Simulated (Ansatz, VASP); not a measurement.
# One calculation of GaN, two programs

Contents of INCAR:

```
ALGO = Normal
EDIFF = 1E-7
ENCUT = 520
GGA = PS
ISIF = 2
ISMEAR = 0
LASPH = T
LCHARG = F
LREAL = F
LWAVE = F
NBANDS = 26
NELM = 100
PREC = Accurate
SIGMA = 0.02
```

The input KPOINTS:

```
k-points
0
Gamma
  9 9 6
```

The input POSCAR:

```
GaN
1.0
    3.1828016718      0.0000000000      0.0000000000
   -1.5914008359      2.7563871030      0.0000000000
    0.0000000000      0.0000000000      5.1851997656
Ga N
2 2
Direct
    0.6666666667      0.3333333333      0.4991747701
    0.3333333333      0.6666666667      0.9991747701
    0.6666666667      0.3333333333      0.8758252299
    0.3333333333      0.6666666667      0.3758252299
```

Input for Ansatz:

```yaml
crystal:
  lattice:
    - [3.1828016718, 0.0, 0.0]
    - [-1.5914008359, 2.756387103, 0.0]
    - [0.0, 0.0, 5.1851997656]
  atoms:
    - { symbol: Ga, position: [0.6666666667, 0.3333333333, 0.4991747701] }
    - { symbol: Ga, position: [0.3333333333, 0.6666666667, 0.9991747701] }
    - { symbol: "N", position: [0.6666666667, 0.3333333333, 0.8758252299] }
    - { symbol: "N", position: [0.3333333333, 0.6666666667, 0.3758252299] }
basis:
  ecutwfc: 420
  xc_grid: 2
kpoints:
  mp_grid: { grid: [9, 9, 6] }
  band_path: { path: [VBM, CBM], npoints: 2 }
hamiltonian:
  xc: pbesol
scf:
  occupations: { method: gaussian, width: 0.02 }
output:
  forces: true
  stress: true
  eigenvalues: true
```

Alike in both runs: task single point; functional PBEsol; k mesh 9 × 9 × 6; occupations gaussian, width 0.02 eV; no spin polarisation.

|  | VASP | Ansatz |
| --- | --- | --- |
| version | VASP 6.6.1 | Ansatz 0.2.0 |
| potentials or method | VASP PAW PBE potentials, release 64 (Ga_d, N), cutoff 520 eV | scalar-relativistic, plane waves, PAW |
| valence electrons in the cell | 36 | 36 |

```tsv
	VASP	Ansatz	Ansatz less VASP
gap on the k mesh at the Fermi level (eV)	1.89	1.88	-0.019
least direct gap on the mesh (eV)	1.89	1.88	-0.019
pressure (GPa)	-0.2	0.0	+0.21
```

VASP's potentials were made for PBE, not for PBEsol. The functional is the same, so the differences come from potentials, cutoffs and numerics.
